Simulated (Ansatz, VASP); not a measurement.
## SiW4 in VASP and in Ansatz

```
CELL_PARAMETERS angstrom
-2.72632 2.72632 2.72632
2.72632 -2.72632 2.72632
2.72632 2.72632 -2.72632
ATOMIC_POSITIONS crystal
Si 0.00000 0.00000 0.00000
W 0.50000 0.50000 0.50000
W 0.50000 0.00000 0.00000
W 0.00000 0.00000 0.50000
W 0.00000 0.50000 0.00000
```

Change from the starting cell: species swapped into the Hg4Pt type (Im-3m, No. 229).

Alike in both runs: task relaxation of cell and atoms; functional PBE; k mesh 4 × 4 × 4; occupations gaussian, width 0.1 eV; no spin polarisation.

|  | VASP | Ansatz |
| --- | --- | --- |
| version | VASP 6.6.1 | Ansatz 0.2.0 |
| potentials or method | VASP PAW PBE potentials, release 64 (Si, W_sv), cutoff 600 eV | scalar-relativistic, plane waves, PAW |
| valence electrons in the cell | 60 | 60 |

Ansatz gave:

| Quantity | Value |
| --- | --- |
| gap on the k mesh at the Fermi level, each at its own relaxed structure (eV) | none |
| relaxed volume (Å³/atom) | 18.09 |
| relaxed cell length with the largest relative difference (Å) | 4.898 |

Q: Estimate VASP's values.

A: gap on the k mesh at the Fermi level, each at its own relaxed structure (eV): none; relaxed volume (Å³/atom): 18.13; relaxed cell length with the largest relative difference (Å): 4.902.

A gap of «none» marks a metal or a gap that the smearing closes.

The k mesh is coarse, so the values compare programs but aren't converged. Neither program's run includes spin-orbit coupling.
